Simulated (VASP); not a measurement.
Si, 2 atoms in the cell. Symmetry: I4_1/amd, No. 141, tetragonal system. Conventional cell: a = 3.669 Å, b = 3.669 Å, c = 5.787 Å, α = 90.00°, β = 90.00°, γ = 90.00°. Si (site symmetry -4m2) has 4 Si at 2.34 Å within 3.1 Å.  This cell differs from its parent crystal: volume 19.474 Å^3 an atom, c/a of the conventional cell 1.1154.

| Property | Result |
| --- | --- |
| Program | VASP 6.6.1 |
| Task | single point |
| Functional | PBE |
| Potentials or basis | VASP PAW PBE potentials, release 64 (Si) |
| Cutoff | 520 eV |
| k mesh | 10 × 10 × 10 |
| Occupations | gaussian, width 0.05 eV |
| Spin | no spin polarisation |
| Dipole correction | no |
| Further INCAR settings | ALGO = Normal; EDIFF = 1e-06; NBANDS = 11 |

Potentials or basis: VASP PAW PBE potentials, release 64 (Si).

Run with:

```bash
$ cat potpaw_PBE.64/Si/POTCAR > POTCAR
$ mpirun -np 1 vasp_std > vasp.out
```

Hardware: 1 thread of Intel(R) Xeon(R) 6975P-C (Granite Rapids), with other jobs on the host.

Task: Estimate the wall time of this run.

Result: Run time: 22 s on 1 thread of Intel(R) Xeon(R) 6975P-C (Granite Rapids) (shared host), peak memory 0.17 GiB. Counts: scf iterations 11, k points 102.
